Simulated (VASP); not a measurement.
Write the native input for VASP 6.6.1 that does the following.

```
Task                   : single point
Functional             : r2SCAN
Potentials or basis    : VASP PAW PBE potentials, release 64 (Nb_sv, Sn_d)
Cutoff                 : 520 eV
k mesh                 : 12 × 12 × 12
Occupations            : gaussian, width 0.1 eV
Spin                   : no spin polarisation
Dipole correction      : no
Further INCAR settings : ALGO = Normal; EDIFF = 1e-07; NBANDS = 34
```

The system is Nb3Sn.

```
Nb Sn
1.0
     4.21370    0.00000    0.00000
     0.00000    4.21370    0.00000
     0.00000    0.00000    4.21370
Nb Sn
3 1
Cartesian
  0.0000 2.1068 2.1068
  2.1068 0.0000 2.1068
  2.1068 2.1068 0.0000
  0.0000 0.0000 0.0000
```

The input as run:

POSCAR

```
Nb3Sn
1.0
    4.2136968651      0.0000000000      0.0000000000
    0.0000000000      4.2136968651      0.0000000000
    0.0000000000      0.0000000000      4.2136968651
Nb Sn
3 1
Direct
    0.0000000000      0.5000000000      0.5000000000
    0.5000000000      0.0000000000      0.5000000000
    0.5000000000      0.5000000000      0.0000000000
    0.0000000000      0.0000000000      0.0000000000
```

INCAR.step1

```
SYSTEM = Nb3Sn
PREC = Accurate ; ENCUT = 520
ISMEAR = 0 ; SIGMA = 0.1
LREAL = .False. ; LASPH = .True.
NELM = 60 ; NBANDS = 34
GGA = PE ; ALGO = Normal
EDIFF = 1E-4 ; LWAVE = .True.
LCHARG = .False.
```

INCAR.step2

```
SYSTEM = Nb3Sn
PREC = Accurate ; ENCUT = 520
EDIFF = 1E-7 ; ISMEAR = 0
SIGMA = 0.1 ; LREAL = .False.
LASPH = .True. ; NELM = 60
ALGO = Normal ; ISIF = 2
LWAVE = .False. ; LCHARG = .True.
METAGGA = R2SCAN ; LMIXTAU = .True.
LELF = .True. ; LVHAR = .True.
NBANDS = 34 ; ISTART = 1
```

KPOINTS

```
regular mesh
0
Gamma
  12 12 12
  0 0 0
```

Potentials or basis: VASP PAW PBE potentials, release 64 (Nb_sv, Sn_d).

Command:

```console
$ cat potpaw_PBE.64/Nb_sv/POTCAR potpaw_PBE.64/Sn_d/POTCAR > POTCAR
$ cp INCAR.step1 INCAR
$ mpirun -np 1 vasp_std > vasp.out
$ cp INCAR.step2 INCAR
$ mpirun -np 1 vasp_std > vasp.out
```

It gave:

| Item | Value |
| --- | --- |
| Pressure | -0.1 GPa |
| Band gap on the k mesh | zero (an odd number of electrons rules out a gap without spin polarisation) |

Caveat: the PAW data sets were made with another functional, which shifts forces and pressure a little; spin-orbit coupling is left out, which moves the levels of the heavy elements.

It took 8 min on 1 thread of AMD EPYC 7R13 Processor (Zen 3) (shared host), peak memory 0.28 GiB.
